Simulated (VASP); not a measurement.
## WS2: single point with PBE+D3(BJ)

The system is WS2, a slab with vacuum.

```
W S
1.0
     3.15989    0.00000    0.00000
    -1.57994    2.73654    0.00000
     0.00000    0.00000   16.93985
W S
1 2
Direct
  0.33333 0.66667 0.00000
  0.66667 0.33333 0.91039
  0.66667 0.33333 0.08961
```

```
Program             : VASP 6.6.1
Task                : single point
Functional          : PBE
Dispersion          : D3(BJ)
Potentials or basis : VASP PAW PBE potentials, release 64 (W_sv, S)
Cutoff              : 520 eV
k mesh              : 12 × 12 × 2
Occupations         : gaussian, width 0.05 eV
Spin                : no spin polarisation
```

```yaml
Largest_force: 1.245 eV/Å
Band_gap_on_the_k_mesh: 1.63 eV, indirect (least direct gap 1.77 eV)
Dispersion_energy_per_atom: -0.315 eV
```

Forces on the atoms (eV/Å):
```
W    0.000  0.000  0.000
S    0.000  0.000 -1.245
S    0.000  0.000  1.245
```

Levels at points of the mesh, in eV from the valence-band top:
```tsv
k point	band 11	band 12	band 13	band 14	band 15	band 16
(0.00, 0.00, 0.00)	-1.92	-1.92	0.00	2.87	2.87	3.18
(0.50, 0.00, 0.00)	-2.15	-1.49	-1.04	2.80	3.32	4.12
(0.00, 0.00, 0.50)	-1.92	-1.92	0.00	2.87	2.87	3.18
(0.50, 0.00, 0.50)	-2.15	-1.49	-1.04	2.80	3.32	4.12
```

Wall time 100 s on 1 thread of Intel(R) Xeon(R) Platinum 8259CL CPU @ 2.50GHz (Skylake/Cascade Lake), with other jobs on the host, peak memory 0.31 GiB.

Caveat: spin-orbit coupling is left out, which moves the levels of the heavy elements.
